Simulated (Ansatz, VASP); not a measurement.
## MgI2: VASP beside Ansatz

```
Mg I
1.0
     0.00000    3.75572    3.75572
     3.75572    0.00000    3.75572
     3.75572    3.75572    0.00000
Mg I
1 2
Direct
  0.00000 0.00000 0.00000
  0.25000 0.25000 0.25000
  0.75000 0.75000 0.75000
```

Alike in both runs: task single point; functional LDA; k mesh 6 × 6 × 6; no spin polarisation.

|  | VASP | Ansatz |
| --- | --- | --- |
| version | VASP 6.6.1 | Ansatz 0.2.0 |
| potentials or method | VASP PAW LDA potentials, release 64 (Mg, I) | plane waves, PAW |
| plane-wave cutoff (eV) | 520 | 420 |
| occupations | gaussian, width 0.01 eV | fixed |
| valence electrons in the cell | 16 | 44 |

|  | VASP | Ansatz | Ansatz less VASP |
| --- | --- | --- | --- |
| gap on the k mesh at the Fermi level (eV) | 0.42 | 0.43 | +0.010 |
| pressure (GPa) | -2.2 | -2.1 | +0.10 |

LDA's correlation is that of Perdew and Zunger in VASP and of Perdew and Wang (1992) in Ansatz. VASP's potentials hold 16 valence electrons a cell and Ansatz's 44, so a difference there can come from the potentials and not from the codes.

Spin-orbit coupling is off throughout.
